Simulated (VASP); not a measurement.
**Al3GaSb4: single point with LDA**

Crystal: Al3GaSb4.

```
Al Ga Sb
1.0
     6.09369    0.00000    0.00000
     0.00000    6.09369    0.00000
     0.00000    0.00000    6.09369
Al Ga Sb
3 1 4
Cartesian
  3.0468 3.0468 0.0000
  3.0468 0.0000 3.0468
  0.0000 3.0468 3.0468
  0.0000 0.0000 0.0000
  4.5756 4.5756 1.5181
  4.5756 1.5181 4.5756
  1.5181 4.5756 4.5756
  1.5181 1.5181 1.5181
```

```
Program             : VASP 6.6.1
Task                : single point
Functional          : LDA
Potentials or basis : VASP PAW LDA potentials, release 64 (Al, Ga_d, Sb)
Cutoff              : 520 eV
k mesh              : 6 × 6 × 6
Occupations         : gaussian, width 0.02 eV
Spin                : no spin polarisation
```

* Pressure: 0.3 GPa
* Largest force: 0.016 eV/Å
* Band gap on the k mesh: 0.44 eV (least direct gap 0.67 eV)

Forces on the atoms (eV/Å):
```
Al   0.000  0.000  0.000
Al   0.000  0.000  0.000
Al   0.000  0.000  0.000
Ga   0.000  0.000  0.000
Sb   0.009  0.009 -0.009
Sb   0.009 -0.009  0.009
Sb  -0.009  0.009  0.009
Sb  -0.009 -0.009 -0.009
```

Levels at points of the mesh, in eV from the valence-band top:
```
           k point  band 17  band 18  band 19  band 20  band 21  band 22  band 23  band 24  band 25  band 26
(0.00, 0.00, 0.00)    -2.33    -2.33     0.00     0.00     0.00     0.67     1.12     1.12     1.12     1.39
(0.50, 0.00, 0.00)    -2.92    -1.54    -1.54    -1.45    -1.45     1.41     1.63     2.86     2.96     3.95
(0.50, 0.50, 0.00)    -2.96    -1.07    -1.06    -1.06    -1.03     2.06     2.44     2.44     2.54     4.63
(0.50, 0.50, 0.50)    -0.98    -0.98    -0.98    -0.96    -0.96     0.44     1.30     1.30     1.30     3.64
```

Wall time 3.6 min on 1 thread of Intel Xeon 8259CL (shared host), peak memory 0.34 GiB.

Caveat: semilocal functionals underestimate gaps, and a narrow one can read as zero; spin-orbit coupling is left out, which moves the levels of the heavy elements. A k mesh can miss the band edges.
